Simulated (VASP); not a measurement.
The system is AlN (lda).

```
Al N
1.0
     0.00000    2.19000    2.19000
     2.19000    0.00000    2.19000
     2.19000    2.19000    0.00000
Al N
1 1
Direct
  0.00000 0.00000 0.00000
  0.25000 0.25000 0.25000
```

```yaml
Program: VASP 6.6.1
Task: relaxation of cell and atoms
Functional: LDA
Potentials_or_basis: VASP PAW LDA potentials, release 64 (Al, N)
Cutoff: 600 eV
k_mesh: 10 × 10 × 10
Occupations: gaussian, width 0.02 eV
Spin: no spin polarisation
```

At the start: pressure -4.7 GPa; volume 10.50 Å³/atom.

**Question.** How do energy, volume and symmetry change on relaxing?

**Answer.** Over 3 steps the energy falls by 3.7 meV/atom and the volume is 10.26 Å³/atom (-2.3 %); space group F-43m (No. 216, to 0.05 Å).

Step by step:
```
step  energy change (eV)  largest force (eV/Å)  pressure (GPa)  volume (Å³)
   1              0.0000                0.0000           -4.73        21.01
   2             -0.0008                0.0000            4.79        20.08
   3             -0.0073                0.0000           -0.03        20.52
```

Final structure:
```
CELL_PARAMETERS angstrom
0.00000 2.17301 2.17301
2.17301 0.00000 2.17301
2.17301 2.17301 0.00000
ATOMIC_POSITIONS crystal
Al 0.00000 0.00000 0.00000
N 0.25000 0.25000 0.25000
```
